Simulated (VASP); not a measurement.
Input of a VASP 6.6.1 run:

The input INCAR:

```
PREC = Accurate
ENCUT = 520
EDIFF = 1E-6
ISMEAR = 0
SIGMA = 0.1
LREAL = False
LASPH = True
NELM = 80
ALGO = Fast
ISIF = 2
LWAVE = False
LCHARG = False
GGA = PE
NBANDS = 16
```

Contents of KPOINTS:

```
regular mesh
0
Gamma
  8 8 6
```

Contents of POSCAR:

```
Cs
1.0
    5.4651416497      0.0000000000      0.0000000000
    0.0000000000      5.4651416497      0.0000000000
    0.0000000000      0.0000000000      7.9316245936
Cs
2
Direct
    0.0000000000      0.0000000000      0.0000000000
    0.5000000000      0.5000000000      0.5000000000
```

Potentials or basis: VASP PAW PBE potentials, release 64 (Cs_sv).

Command:

```console
$ cat potpaw_PBE.64/Cs_sv/POTCAR > POTCAR
$ mpirun -np 1 vasp_std > vasp.out
```

(1) Estimate the pressure.

(2) What does it give for the band gap on the k mesh?

Results:

(1) 0.0 GPa.

(2) zero (bands 9 and 10 overlap by 1.64 eV).

Caveat: the cell differs from its parent crystal (biaxial strain in the a-b plane: +1.0 %, then relaxed in part); spin-orbit coupling is left out, which moves the levels of the heavy elements.
